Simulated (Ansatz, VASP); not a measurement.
One calculation of SnS2, two programs

The input INCAR:

```
SYSTEM = SnS2
  PREC = Accurate
  ENCUT = 500
  EDIFF = 1E-6
  ISMEAR = 0
  SIGMA = 0.05
  LREAL = .FALSE.
  LASPH = .TRUE.
  NELM = 120
  ALGO = Normal
  ISIF = 2
  LWAVE = .FALSE.
  LCHARG = .TRUE.
  GGA = PE
  LELF = .TRUE.
  LVHAR = .TRUE.
  NBANDS = 20
  GGA_COMPAT = .FALSE.
```

KPOINTS

```
regular mesh
0
G
  8 8 4
  0 0 0
```

File POSCAR:

```
SnS2
1.0
    3.5328971147      0.0000000000      0.0000000000
   -1.7664485573      3.0595786503      0.0000000000
    0.0000000000      0.0000000000      5.6992962889
Sn S
1 2
Direct
    0.0000000000      0.0000000000      0.0000000000
    0.3333333333      0.6666666667      0.2520000000
    0.6666666667      0.3333333333      0.7480000000
```

Input for Ansatz:

```yaml
crystal:
  lattice:
    - [3.5328971147, 0.0, 0.0]
    - [-1.7664485573, 3.0595786503, 0.0]
    - [0.0, 0.0, 5.6992962889]
  atoms:
    - { symbol: Sn, position: [0.0, 0.0, 0.0] }
    - { symbol: S, position: [0.3333333333, 0.6666666667, 0.252] }
    - { symbol: S, position: [0.6666666667, 0.3333333333, 0.748] }
basis:
  ecutwfc: 420
  ecutrho_ratio: 4
kpoints:
  mp_grid: { grid: [8, 8, 4] }
hamiltonian:
  xc: pbe
scf:
  occupations: { method: gaussian, width: 0.05 }
output:
  forces: true
  stress: true
  eigenvalues: true
```

Alike in both runs: task single point; functional PBE; k mesh 8 × 8 × 4; occupations gaussian, width 0.05 eV; no spin polarisation.

|  | VASP | Ansatz |
| --- | --- | --- |
| version | VASP 6.6.1 | Ansatz 0.2.0 |
| potentials or method | VASP PAW PBE potentials, release 64 (Sn_d, S), cutoff 500 eV | scalar-relativistic, plane waves, PAW |
| valence electrons in the cell | 26 | 26 |

```csv
,VASP,Ansatz,Ansatz less VASP
gap on the k mesh at the Fermi level (eV),1.64,1.62,-0.019
least direct gap on the mesh (eV),2.15,2.15,-0.001
pressure (GPa),13.2,13.4,+0.18
"traceless stress, the component that is largest in VASP (GPa)",-1.14,-1.18,-0.034
rms of the force components (eV/Å),0.511,0.516,+0.0046
```

Atom by atom the forces differ by 0.005 eV/Å (rms over components).
